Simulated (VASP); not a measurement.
# AlN (P6_3mc) in VASP: notebook, part 2 of 2

VASP 6.6.1.

## Step 3: Single point, r2SCAN

This run uses another cell than the first one, of 10.35 Å³/atom, 1.005 times its volume.

File POSCAR:

```
AlN
1.0
    3.1021500762      0.0000000000      0.0000000000
   -1.5510750381      2.6865407724      0.0000000000
    0.0000000000      0.0000000000      4.9696738566
Al N
2 2
Direct
    0.3333333333      0.6666666667     -0.0008448462
    0.6666666667      0.3333333333      0.4991551538
    0.3333333333      0.6666666667      0.3808448462
    0.6666666667      0.3333333333      0.8808448462
```

File INCAR.step1:

```
SYSTEM = AlN
PREC = Accurate ; ENCUT = 520
ISMEAR = 0 ; SIGMA = 0.01
LREAL = .False. ; LASPH = .True.
NELM = 60 ; NBANDS = 16
GGA = PE ; ALGO = Normal
EDIFF = 1E-4 ; LWAVE = .True.
LCHARG = .False.
```

File INCAR.step2:

```
SYSTEM = AlN
PREC = Accurate ; ENCUT = 520
EDIFF = 1E-6 ; ISMEAR = 0
SIGMA = 0.01 ; LREAL = .False.
LASPH = .True. ; NELM = 60
ALGO = Normal ; ISIF = 2
LWAVE = .False. ; LCHARG = .False.
METAGGA = R2SCAN ; LMIXTAU = .True.
NBANDS = 16 ; ISTART = 1
```

File KPOINTS:

```
regular mesh
0
Gamma
  8 8 6
  0 0 0
```

Potentials or basis: VASP PAW PBE potentials, release 64 (Al, N).

On the command line:

```
cat potpaw_PBE.64/Al/POTCAR potpaw_PBE.64/N/POTCAR > POTCAR
cp INCAR.step1 INCAR
mpirun -np 1 vasp_std > vasp.out
cp INCAR.step2 INCAR
mpirun -np 1 vasp_std > vasp.out
```

OUTCAR:

```text
SYSTEM = AlN
   PREC = Accurate
   ENCUT = 520
   EDIFF = 1E-6
   ISMEAR = 0
   LREAL = .False.
   LASPH = .True.
   NELM = 60
   ISIF = 2
   METAGGA = R2SCAN
   ISTART = 1

 ion  position               nearest neighbor table
   1  0.333  0.667  0.999-   4 1.89   4 1.89   4 1.89   3 1.90   2 3.06   2 3.06   2 3.06   2 3.06
                             2 3.06   2 3.06
   2  0.667  0.333  0.499-   3 1.89   3 1.89   3 1.89   4 1.90   1 3.06   1 3.06   1 3.06   1 3.06
                             1 3.06   1 3.06
   3  0.333  0.667  0.381-   2 1.89   2 1.89   2 1.89   1 1.90
   4  0.667  0.333  0.881-   1 1.89   1 1.89   1 1.89   2 1.90
[... 662 lines left out ...]
  -------------------------------------------------------------------------------------
  Total        0.1558702      0.1558702      0.1628104      0.0000000      0.0000000      0.0000000
  in kB        6.0296152      6.0296152      6.2980855      0.0000000      0.0000000      0.0000000
  external PRESSURE =       6.1191053 kB  Pullay stress =       0.0000000 kB

 VOLUME and BASIS-vectors are now :
 -----------------------------------------------------------------------------
  energy-cutoff  :      520.00
  volume of cell :       41.42
      direct lattice vectors                 reciprocal lattice vectors
     3.102150076  0.000000000  0.000000000     0.322357067  0.186112939  0.000000000
    -1.551075038  2.686540772  0.000000000     0.000000000  0.372225879  0.000000000
     0.000000000  0.000000000  4.969673857     0.000000000  0.000000000  0.201220448

 POSITION                                       TOTAL-FORCE (eV/Angst)
 -----------------------------------------------------------------------------------
     -0.00000      1.79103      4.96548        -0.000000     -0.000000     -0.002563
      1.55108      0.89551      2.48064        -0.000000      0.000000     -0.002563
     -0.00000      1.79103      1.89267         0.000000     -0.000000      0.002563
      1.55108      0.89551      4.37751         0.000000      0.000000      0.002563
 -----------------------------------------------------------------------------------
    total drift:                               -0.000000     -0.000000     -0.024897

  FREE ENERGIE OF THE ION-ELECTRON SYSTEM (eV)
  ---------------------------------------------------
  free  energy   TOTEN  =       -38.4560217261 eV

  energy  without entropy=      -38.4560217261  energy(sigma->0) =      -38.45602173
```

OUTCAR.step1:

```text
SYSTEM = AlN
   PREC = Accurate
   ENCUT = 520
   ISMEAR = 0
   LREAL = .False.
   LASPH = .True.
   NELM = 60
[... 689 lines left out ...]
      1.55108      0.89551      2.48064         0.000000      0.000000     -0.008569
     -0.00000      1.79103      1.89267         0.000000     -0.000000      0.008569
      1.55108      0.89551      4.37751        -0.000000      0.000000      0.008569
 -----------------------------------------------------------------------------------
    total drift:                               -0.000000      0.000000     -0.000639

  FREE ENERGIE OF THE ION-ELECTRON SYSTEM (eV)
  ---------------------------------------------------
  free  energy   TOTEN  =       -29.7617002442 eV

  energy  without entropy=      -29.7617002442  energy(sigma->0) =      -29.76170024
```

Wall time 41 s (1 thread of Intel Xeon 6975P-C (Granite Rapids), shared host); peak memory 0.16 GiB.

Results:

```yaml
Free_energy: -38.4560 eV
Pressure: 0.6 GPa
Band_gap_on_the_k_mesh: 4.96 eV, direct
```

Forces on the atoms (eV/Å):
```
Al   0.000  0.000 -0.003
Al   0.000  0.000 -0.003
N    0.000  0.000  0.003
N    0.000  0.000  0.003
```

Caveat: the PAW data sets were made with another functional, which shifts forces and pressure a little. A k mesh can miss the band edges.

## Step 4: Single point, r2SCAN

This run uses another cell than the first one, of 10.40 Å³/atom, 1.009 times its volume.

File POSCAR:

```
AlN
1.0
    3.1066951923      0.0000000000      0.0000000000
   -1.5533475961      2.6904769583      0.0000000000
    0.0000000000      0.0000000000      4.9785197784
Al N
2 2
Direct
    0.3333333333      0.6666666667     -0.0008019236
    0.6666666667      0.3333333333      0.4991980764
    0.3333333333      0.6666666667      0.3808019236
    0.6666666667      0.3333333333      0.8808019236
```

File INCAR.step1:

```
SYSTEM = AlN
ALGO     = Normal         ! electronic algorithm
EDIFF    = 1E-4           ! SCF threshold, eV
ENCUT    = 520            ! plane-wave cutoff, eV
GGA      = PE             ! functional
ISMEAR   = -1             ! smearing method
LASPH    = .True.         ! aspherical terms in the spheres
LCHARG   = .False.        ! write CHGCAR
LREAL    = .False.        ! projectors in reciprocal space
LWAVE    = .True.         ! write WAVECAR
NBANDS   = 16             ! bands
NELM     = 60             ! most SCF steps
PREC     = Accurate       ! precision mode
SIGMA    = 0.1            ! smearing width, eV
```

File INCAR.step2:

```
SYSTEM = AlN
ALGO     = Normal         ! electronic algorithm
EDIFF    = 1E-6           ! SCF threshold, eV
ENCUT    = 520            ! plane-wave cutoff, eV
ISIF     = 2              ! what is computed and relaxed
ISMEAR   = -1             ! smearing method
ISTART   = 1            
LASPH    = .True.         ! aspherical terms in the spheres
LCHARG   = .False.        ! write CHGCAR
LMIXTAU  = .True.       
LREAL    = .False.        ! projectors in reciprocal space
LWAVE    = .False.        ! write WAVECAR
METAGGA  = R2SCAN         ! meta-GGA
NBANDS   = 16             ! bands
NELM     = 60             ! most SCF steps
PREC     = Accurate       ! precision mode
SIGMA    = 0.1            ! smearing width, eV
```

File KPOINTS:

```
k-points
0
Gamma
  16 16 8
  0 0 0
```

On the command line:

```
cat potpaw_PBE.64/Al/POTCAR potpaw_PBE.64/N/POTCAR > POTCAR
cp INCAR.step1 INCAR
mpirun -np 1 vasp_std > vasp.out
cp INCAR.step2 INCAR
mpirun -np 1 vasp_std > vasp.out
```

It took 2.1 min on 1 thread of Intel Xeon 6975P-C (Granite Rapids), shared host; peak memory 0.21 GiB.

It converged, with:

```yaml
Free_energy: -38.4565 eV
Pressure: -0.4 GPa
Band_gap_on_the_k_mesh: 4.92 eV, direct
```

Forces on the atoms (eV/Å):
```
Al   0.000  0.000 -0.003
Al   0.000  0.000 -0.003
N    0.000  0.000  0.003
N    0.000  0.000  0.003
```

Levels at points of the mesh, in eV from the valence-band top:
| k point | band 6 | band 7 | band 8 | band 9 | band 10 | band 11 |
| --- | --- | --- | --- | --- | --- | --- |
| (0.00, 0.00, 0.00) | -0.22 | -0.22 | 0.00 | 4.92 | 7.54 | 11.62 |
| (0.50, 0.00, 0.00) | -2.14 | -1.77 | -0.71 | 6.45 | 6.56 | 9.05 |
| (0.00, 0.00, 0.50) | -0.56 | -0.56 | -0.56 | 7.26 | 7.26 | 11.32 |
| (0.50, 0.00, 0.50) | -1.50 | -1.39 | -1.39 | 6.00 | 6.00 | 10.15 |

Caveat: the PAW data sets were made with another functional, which shifts forces and pressure a little.

## Step 5: Overview

| cell | k mesh | smearing | gap on the mesh (eV) | pressure (GPa) |
| --- | --- | --- | --- | --- |
| a = 3.098, b = 3.098, c = 4.961 Å, angles 90.0, 90.0, 120.0°, 4 atoms | 8 × 8 × 6 | gaussian 0.01 eV | 5.00 | 1.6 |
| a = 3.102, b = 3.102, c = 4.970 Å, angles 90.0, 90.0, 120.0°, 4 atoms | 8 × 8 × 6 | gaussian 0.01 eV | 4.96 | 0.6 |
| a = 3.107, b = 3.107, c = 4.979 Å, angles 90.0, 90.0, 120.0°, 4 atoms | 16 × 16 × 8 | fermi-dirac 0.1 eV | 4.92 | -0.4 |

Alike in all rows: task single point; level r2SCAN; potentials or basis VASP PAW PBE potentials, release 64 (Al, N); no spin polarisation; cutoff (eV) 520.

Caveats: the PAW data sets were made with another functional, which shifts forces and pressure a little.

Absolute energies hang on the potentials; compare differences alone.
